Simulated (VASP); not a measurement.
# CdSe (F-43m) in VASP: G0W0 quasiparticle levels with PBE

Aim: the G0W0 quasiparticle levels of CdSe with PBE.

Everything below comes from runs of VASP 6.6.1. Logs are shortened: lines on timing, memory, paths and dates and some standing lists are left out, and cuts for length are marked.

## 1. The cell of the first run

The structure is cubic, space group F-43m (No. 216). The conventional cell has a = 6.136 Å, b = 6.136 Å, c = 6.136 Å, α = 90.00°, β = 90.00°, γ = 90.00°. Within 3.5 Å of Cd (site symmetry -43m) lie 4 Se at 2.66 Å. Within 3.5 Å of Se (site symmetry -43m) lie 4 Cd at 2.66 Å.

## 2. G0W0 quasiparticle levels, PBE

POSCAR reads:

```
CdSe
1.0
    0.0000000000      3.0677809654      3.0677809654
    3.0677809654      0.0000000000      3.0677809654
    3.0677809654      3.0677809654      0.0000000000
Cd Se
1 1
Direct
    0.0000000000      0.0000000000      0.0000000000
    0.2500000000      0.2500000000      0.2500000000
```

INCAR.step1 reads:

```
PREC = Accurate
ENCUT = 500
EDIFF = 1E-8
ISMEAR = 0
SIGMA = 0.01
LREAL = False
LASPH = True
NELM = 80
ALGO = Normal
LWAVE = True
LCHARG = False
GGA = PE
```

INCAR.step2 reads:

```
PREC = Accurate
ENCUT = 500
EDIFF = 1E-8
ISMEAR = 0
SIGMA = 0.01
LREAL = False
LASPH = True
NELM = 1
ALGO = Exact
LWAVE = True
LCHARG = False
GGA = PE
NBANDS = 102
LOPTICS = True
ISTART = 1
```

INCAR.step3 reads:

```
PREC = Accurate
ENCUT = 500
EDIFF = 1E-8
ISMEAR = 0
SIGMA = 0.01
LREAL = False
LASPH = True
ALGO = EVGW0
LWAVE = False
LCHARG = False
GGA = PE
NELMGW = 1
NBANDS = 102
ENCUTGW = 80.0
NOMEGA = 96
PRECFOCK = Fast
ISTART = 1
NBANDSGW = 17
OMEGAMAX = 20
```

KPOINTS reads:

```
regular mesh
0
Gamma
  8 8 8
```

Potentials or basis: VASP PAW PBE potentials, release 64 (Cd_GW, Se_GW).

Started as:

```sh
cat potpaw_PBE.64/Cd_GW/POTCAR potpaw_PBE.64/Se_GW/POTCAR > POTCAR
cp INCAR.step1 INCAR
mpirun -np 1 vasp_std > vasp.out
cp INCAR.step2 INCAR
mpirun -np 1 vasp_std > vasp.out
cp INCAR.step3 INCAR
mpirun -np 1 vasp_std > vasp.out
```

OUTCAR:

```text
PREC = Accurate
   ENCUT = 500
   EDIFF = 1E-8
   ISMEAR = 0
   LREAL = False
   LASPH = True
   GGA = PE
   NELMGW = 1
   ENCUTGW = 80.0
   PRECFOCK = Fast
   ISTART = 1

 ion  position               nearest neighbor table
   1  0.000  0.000  0.000-   2 2.66   2 2.66   2 2.66   2 2.66
   2  0.250  0.250  0.250-   1 2.66   1 2.66   1 2.66   1 2.66

  LATTYP: Found a face centered cubic cell.
 ALAT       =     6.1355619308

  Lattice vectors:

 A1 = (   0.0000000000,   3.0677809654,   3.0677809654)
 A2 = (   3.0677809654,   0.0000000000,   3.0677809654)
 A3 = (   3.0677809654,   3.0677809654,   0.0000000000)

Analysis of symmetry for initial positions (statically):
=====================================================================
 Subroutine PRICEL returns:
 Original cell was already a primitive cell.

 Routine SETGRP: Setting up the symmetry group for a
 face centered cubic supercell.

 Subroutine GETGRP returns: Found 24 space group operations
 (whereof 24 operations were pure point group operations)
 out of a pool of 48 trial point group operations.

The static configuration has the point symmetry T_d .

Analysis of symmetry for dynamics (positions and initial velocities):
=====================================================================
 Subroutine PRICEL returns:
 Original cell was already a primitive cell.

 Routine SETGRP: Setting up the symmetry group for a
 face centered cubic supercell.

 Subroutine GETGRP returns: Found 24 space group operations
 (whereof 24 operations were pure point group operations)
 out of a pool of 48 trial point group operations.

The dynamic configuration has the point symmetry T_d .

 Subroutine INISYM returns: Found 24 space group operations
 (whereof 24 operations are pure point group operations),
 and found     1 'primitive' translations

----------------------------------------------------------------------------------------

                                     Primitive cell

  volume of cell :      57.7435

  direct lattice vectors                    reciprocal lattice vectors
     0.000000000  3.067780965  3.067780965    -0.162984257  0.162984257  0.162984257
[... 45 lines left out ...]
  0.250000  0.000000  0.000000      8.000000
  0.375000  0.000000  0.000000      8.000000
  0.500000  0.000000  0.000000      4.000000
  0.125000  0.125000  0.000000      6.000000
[... 16 lines left out ...]
  0.500000  0.250000  0.125000     48.000000
 -0.375000  0.250000  0.125000     24.000000
 [... further k-points ...]
   k-points           NKPTS =     29   k-points in BZ     NKDIM =    512   number of bands    NBANDS=    102
   number of dos      NEDOS =    301   number of ions     NIONS =      2
   total plane-waves  NPLWV =  32768
   dimension x,y,z NGX =    32 NGY =   32 NGZ =   32
   dimension x,y,z NGXF=    64 NGYF=   64 NGZF=   64
   ions per type =               1   1
   NGX,Y,Z   is equivalent  to a cutoff of  12.26, 12.26, 12.26 a.u.
   NGXF,Y,Z  is equivalent  to a cutoff of  24.52, 24.52, 24.52 a.u.
 SYSTEM =  unknown system
   PREC   = accura    normal or accurate (medium, high low for compatibility)
   ISTART =      1    job   : 0-new  1-cont  2-samecut
   ICHARG =      0    charge: 1-file 2-atom 10-const
   ISPIN  =      1    spin polarized calculation?
   LNONCOLLINEAR =      F non collinear calculations
   LSORBIT =      F    spin-orbit coupling
   LASPH  =      T    aspherical Exc in radial PAW
   ENCUT  =  500.0 eV  36.75 Ry    6.06 a.u.   7.91  7.91  7.91*2*pi/ulx,y,z
   NELM   =     60;   NELMIN=  2; NELMDL=  0     # of ELM steps
   EDIFF  = 0.1E-07   stopping-criterion for ELM
   LREAL  =      F    real-space projection
   EDIFFG = 0.1E-06   stopping-criterion for IOM
   NSW    =      0    number of steps for IOM
   IBRION =     -1    ionic relax: 0-MD 1-quasi-New 2-CG
   NFREE  =      0    steps in history (QN), initial steepest desc. (CG)
   ISIF   =      0    stress and relaxation
   ISYM   =      3    0-nonsym 1-usesym 2-fastsym
   POTIM  = 0.5000    time-step for ionic-motion
   TEBEG  =    0.0;   TEEND  =   0.0 temperature during run
   PSTRESS=    0.0 pullay stress
   NELECT =      18.0000    total number of electrons
   NUPDOWN=      -1.0000    fix difference up-down
   EMIN   =  10.00;   EMAX   =-10.00  energy-range for DOS
   EFERMI =   0.00;   METHOD = LEGACY
   ISMEAR =     0;   SIGMA  =   0.01  broadening in eV -4-tet -1-fermi 0-gaus
   EFERMI_NEDOS =   21; number of points for ismear=-14 and -15
   IALGO  =     38    algorithm
   IMIX   =      4    mixing-type and parameters
     AMIX     =   0.40;   BMIX     =  1.00
     AMIX_MAG =   1.60;   BMIX_MAG =  1.00
  volume/ion in A,a.u.               =      28.87       194.84
  Fermi-wavevector in a.u.,A,eV,Ry     =   1.110021  2.097636 16.764382  1.232147
  Thomas-Fermi vector in A             =   2.246568
   LORBIT       =      0    0 simple, 1 ext, 2 COOP (PROOUT), +10 PAW based schemes
   GGA     = PE    functional components
   LHFCALC =     T    Hartree Fock is set to
   PRECFOCK=fast      Normal, Fast or Accurate (Low or Medium for compatibility)
   ENCUT4O =  -1.0   cutoff for four orbital integrals eV
   NKREDX  =     1    reduce k-point grid by
   NKREDY  =     1    reduce k-point grid by
   NKREDZ  =     1    reduce k-point grid by
   AEXX    =    1.0000 exact exchange contribution
   HFSCREEN=    0.0000 screening length (either q_TF or 0.3 A-1)
   HFSCREENC=   0.0000 screening length for correlation (either q_TF or 0.3 A-1)
   ENCUTFOCK=  -1.0 apply spherical cutoff to Coloumb kernel
   IVDW    =     0    specifies the selected vdW correction
   LEPSILON=     F    determine dielectric tensor
   LRPA    =     F    only Hartree local field effects (RPA)
   LRPAFORCE           =     F    calculate RPA forces
   ENCUTGW             =  80.0    cutoff for response function in eV
   ENCUTGWSOFT         =  64.0    soft cutoff for Coulomb kernel in GW response function in eV
   ENCUTLF             =  -1.0    cutoff for local field effects
   NELMGW              =     1    number of iterations in solving QP/BSE equation
   NELMHF              =     1    number of iterations in the inner HF iteration
   NKREDLFX            =     1    NKREDLFY  =   1   NKREDLFZ  =   1
 non-spin polarized calculation
 Gauss-broadening in eV      SIGMA  =   0.01
  energy-cutoff  :      500.00
  volume of cell :       57.74
 maximum number of plane-waves:      1480
  NGX = 18; NGY = 18; NGZ = 18
   NGX = 15   NGY = 15   NGZ = 15
 maximum number of plane-waves:       113
 NGX is ok and might be reduce to    16

 QP shifts <psi_nk| G(iteration)W_0 |psi_nk>: iteration 1
 for sc-GW calculations column KS-energies equals QP-energies in previous step
 and V_xc(KS)=  KS-energies - (<T + V_ion + V_H > + <T+V_H+V_ion>^1  + <V_x>^1)

 k-point   1 :       0.0000    0.0000    0.0000
  band No.  KS-energies  QP-energies   sigma(KS)   V_xc(KS)     V^pw_x(r,r')   Z            occupation Imag(sigma)

      1     -10.5705     -10.7370     -12.6521     -12.3889     -19.6825       0.6324       2.0000       1.0529
      2      -5.9713      -7.7085     -17.7051     -15.1921     -22.9260       0.6913       2.0000       0.3031
      3      -5.9713      -7.7085     -17.7051     -15.1921     -22.9260       0.6913       2.0000       0.3031
      4      -5.9713      -7.7085     -17.7051     -15.1921     -22.9260       0.6913       2.0000       0.3031
      5      -5.6245      -7.4629     -18.1239     -15.4971     -23.2324       0.6999       2.0000       0.2439
      6      -5.6245      -7.4629     -18.1239     -15.4971     -23.2324       0.6999       2.0000       0.2439
[... 480 lines left out ...]
      4      -5.6419      -7.4764     -18.0828     -15.4621     -23.2025       0.7000       2.0000       0.2516
      5      -5.6092      -7.4458     -18.1390     -15.5159     -23.2617       0.7002       2.0000       0.2456
      6      -5.2686      -6.9896     -17.9957     -15.5473     -23.1135       0.7029       2.0000       0.2816
[... 9 lines left out ...]
     16      14.3592      14.5608      -8.3391      -8.6041      -3.1621       0.7608       0.0000      -0.4514
     17      14.7669      15.1294      -9.0604      -9.5348      -3.7543       0.7640       0.0000      -0.5635

 [... further k-points ...]
```

OUTCAR.step1:

```text
PREC = Accurate
   ENCUT = 500
   EDIFF = 1E-8
   ISMEAR = 0
   LREAL = False
[... 605 lines left out ...]
      0.00000      0.00000      0.00000         0.000000     -0.000000     -0.000000
      1.53389      1.53389      1.53389        -0.000000      0.000000      0.000000
 -----------------------------------------------------------------------------------
    total drift:                                0.000000      0.000000      0.000000

  FREE ENERGIE OF THE ION-ELECTRON SYSTEM (eV)
  ---------------------------------------------------
  free  energy   TOTEN  =        -5.5221695046 eV

  energy  without entropy=       -5.5221695046  energy(sigma->0) =       -5.52216950
```

OUTCAR.step2:

```text
PREC = Accurate
   ENCUT = 500
   EDIFF = 1E-8
   ISMEAR = 0
   LREAL = False
[... 1132 lines left out ...]
     0.00000    12.66616    12.66616    12.66616    -0.00000    -0.00000     0.00000
     1.04032     6.47458     6.47458     6.47458    -0.00000    -0.00000     0.00000
     2.08063     8.05335     8.05335     8.05335    -0.00000    -0.00000     0.00000
     3.12095     7.03787     7.03787     7.03787    -0.00000    -0.00000     0.00000
     4.16127     3.79049     3.79049     3.79049     0.00000     0.00000    -0.00000
     5.20159     0.52083     0.52083     0.52083     0.00000     0.00000     0.00000
[... 92 lines left out ...]
   101.95107     0.94259     0.94259     0.94259     0.00000     0.00000    -0.00000
   102.99138     0.94401     0.94401     0.94401     0.00000     0.00000    -0.00000
```

It took 47 min on 1 thread of AMD EPYC 9R45 (Zen 5), shared host; peak memory 2 GiB.

Results:

```yaml
Quasiparticle_gap: 1.24 eV
Least_direct_quasiparticle_gap: 1.24 eV
Band_gap_of_the_starting_levels_on_the_mesh: 0.55 eV
Least_direct_gap_of_the_starting_levels_on_the_mesh: 0.55 eV
```

Caveat: bands, screening cutoff and mesh are small and nothing is extrapolated, so the quasiparticle values aren't converged; the structure was generated, so it needn't be the stable form of CdSe.
